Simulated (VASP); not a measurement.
Runs of VASP 6.6.1 on CuAu. The structure is tetragonal, space group P4/mmm (No. 123). Conventional cell: a = 2.811 Å, b = 2.811 Å, c = 3.685 Å, α = 90.00°, β = 90.00°, γ = 90.00°. Cu (site symmetry 4/mmm) has 8 Au at 2.71 Å and 6 Cu at 2.81 to 3.69 Å within 3.7 Å. Au (site symmetry 4/mmm) has 8 Cu at 2.71 Å and 6 Au at 2.81 to 3.69 Å within 3.7 Å. 

```csv
spin,fixed moment (μB),k mesh for the DOS,occupations for the DOS,gap on the mesh (eV),pressure (GPa),moment (μB)
collinear,-,-,-,none,-8.4,0.00
collinear,0.05,-,-,-,-8.5,0.05
off,-,-,-,none,-8.4,-
collinear,-,18 × 18 × 14,tetrahedron,-,-,0.00
collinear,0.3,-,-,-,(a),0.30
```

Alike in all rows: task single point; level LDA; potentials or basis VASP PAW LDA potentials, release 64 (Cu, Au); cell as given; k mesh 12 × 12 × 9; cutoff (eV) 520; smearing fermi-dirac 0.08 eV.

**Question.** Estimate the missing entries.

**Answer.** (a) -8.1.

Caveats: spin-orbit coupling is left out, which moves the levels of the heavy elements; the cell stands under tension (at least some runs); the total moment is fixed, so each spin has its own Fermi level (at least some runs); tetrahedron occupations give inexact forces and stress in metals (at least some runs).

A k mesh can miss the band edges, and the runs leave out spin-orbit coupling on Au.

A gap of «none» marks levels without a gap at the run's occupations.
